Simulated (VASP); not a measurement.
GaN: relaxation of shape and atoms at fixed volume with BLYP+D3(BJ)

Crystal: GaN.

```
Ga N
1.0
     3.17968    0.00000    0.00000
    -1.58984    2.75368    0.00000
     0.00000    0.00000    5.19088
Ga N
2 2
Direct
  0.33333 0.66667 0.99941
  0.66667 0.33333 0.49941
  0.33333 0.66667 0.37559
  0.66667 0.33333 0.87559
```

This cell differs from its parent crystal: volume scaled by 0.98.

| Quantity | Value |
| --- | --- |
| Program | VASP 6.6.1 |
| Task | relaxation of shape and atoms at fixed volume |
| Functional | BLYP |
| Dispersion | D3(BJ) |
| Potentials or basis | VASP PAW PBE potentials, release 64 (Ga_d, N) |
| Cutoff | 600 eV |
| k mesh | 8 × 8 × 6 |
| Occupations | gaussian, width 0.05 eV |
| Spin | no spin polarisation |
| Dipole correction | no |
| Further INCAR settings | ALGO = Normal; EDIFF = 1e-06; IBRION = 2; EDIFFG = -0.01; NSW = 60; ISIF = 4 |

| Property | Result |
| --- | --- |
| Pressure after relaxing | 5.0 GPa |
| Largest force after relaxing | 0.009 eV/Å |
| Band gap on the k mesh | 2.02 eV, direct |
| Dispersion energy per atom | -0.563 eV |

Forces on the atoms (eV/Å):
```
Ga   0.000  0.000  0.009
Ga   0.000  0.000  0.009
N    0.000  0.000 -0.009
N    0.000  0.000 -0.009
```

Stress tensor (GPa, compression positive):
```
5.02 0.00 0.00
0.00 5.02 0.00
0.00 0.00 4.91
```

Final structure:
```xyz
4
Lattice="3.1797 0.0000 0.0000 -1.5898 2.7537 0.0000 0.0000 0.0000 5.1909" Properties=species:S:1:pos:R:3 pbc="T T T"
Ga    0.0000    1.8358    5.1878
Ga    1.5898    0.9179    2.5924
N     0.0000    1.8358    1.9496
N     1.5898    0.9179    4.5451
```

Levels at points of the mesh, in eV from the valence-band top:
```csv
k point,band 14,band 15,band 16,band 17,band 18,band 19,band 20,band 21,band 22
"(0.00, 0.00, 0.00)",-1.02,-1.02,-0.06,0.00,0.00,2.02,4.34,9.30,9.96
"(0.50, 0.00, 0.00)",-5.29,-4.17,-2.72,-2.16,-1.00,5.25,5.63,6.18,8.57
"(0.00, 0.00, 0.50)",-3.82,-0.52,-0.52,-0.52,-0.52,4.32,4.32,8.57,8.57
"(0.50, 0.00, 0.50)",-6.57,-1.93,-1.93,-1.90,-1.90,4.56,4.56,7.81,7.81
```

Run time: 33 s on 1 thread of Intel(R) Xeon(R) 6975P-C (Granite Rapids), on a shared host, peak memory 0.2 GiB.

Caveat: the relaxation stopped at its first step, so nothing moved; the PAW data sets were made with another functional, which shifts forces and pressure a little.
